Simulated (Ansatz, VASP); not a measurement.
## One calculation of CuAu, two programs

The input INCAR:

```
PREC = Accurate
ENCUT = 520
EDIFF = 1E-6
ISMEAR = 0
SIGMA = 0.1
LREAL = F
LASPH = T
NELM = 80
ALGO = Fast
ISIF = 2
LWAVE = F
LCHARG = F
GGA = PE
NBANDS = 18
```

File KPOINTS:

```
Automatic mesh
0
Gamma
  14 14 10
```

Contents of POSCAR:

```
CuAu
1.0
    2.8224840000      0.0046480000     -0.0433440000
    0.0046480000      2.7128640000      0.0191520000
   -0.0568116000      0.0251028000      3.5128873000
Cu Au
1 1
Direct
    0.4869714286      0.5170071429      0.4996621253
    0.0130285714     -0.0170071429      0.0003378747
```

Input for Ansatz:

```yaml
crystal:
  lattice:
    - [2.822484, 0.004648, -0.043344]
    - [0.004648, 2.712864, 0.019152]
    - [-0.0568116, 0.0251028, 3.5128873]
  atoms:
    - { symbol: Cu, position: [0.4869714286, 0.5170071429, 0.4996621253] }
    - { symbol: Au, position: [0.0130285714, -0.0170071429, 0.0003378747] }
basis:
  ecutwfc: 420
kpoints:
  mp_grid: { grid: [14, 14, 10] }
hamiltonian:
  xc: pbe
scf:
  occupations: { method: gaussian, width: 0.1 }
output:
  forces: true
  stress: true
  eigenvalues: true
```

Change from the starting cell: all atoms moved at random, cell strained at random.

Alike in both runs: task single point; functional PBE; k mesh 14 × 14 × 10; occupations gaussian, width 0.1 eV; no spin polarisation.

|  | VASP | Ansatz |
| --- | --- | --- |
| version | VASP 6.6.1 | Ansatz 0.2.0 |
| potentials or method | VASP PAW PBE potentials, release 64 (Cu, Au), cutoff 520 eV | scalar-relativistic, plane waves, PAW |
| valence electrons in the cell | 22 | 38 |

Ansatz gave:

```
gap on the k mesh at the Fermi level (eV)                     : none
pressure (GPa)                                                : 22.1
traceless stress, the component that is largest in VASP (GPa) : 3.60
rms of the force components (eV/Å)                            : 0.407
```

Task: Estimate VASP's values.

Result: gap on the k mesh at the Fermi level (eV): none; pressure (GPa): 22.3; traceless stress, the component that is largest in VASP (GPa): 3.58; rms of the force components (eV/Å): 0.407.

Atom by atom the forces differ by 0.001 eV/Å (rms over components). A gap of «none» marks a metal or a gap that the smearing closes. With one functional, cell and mesh, what is left measures potentials, basis and numerics. VASP's potentials hold 22 valence electrons a cell and Ansatz's 38, so a difference there can come from the potentials and not from the codes.

Neither program's run includes spin-orbit coupling.
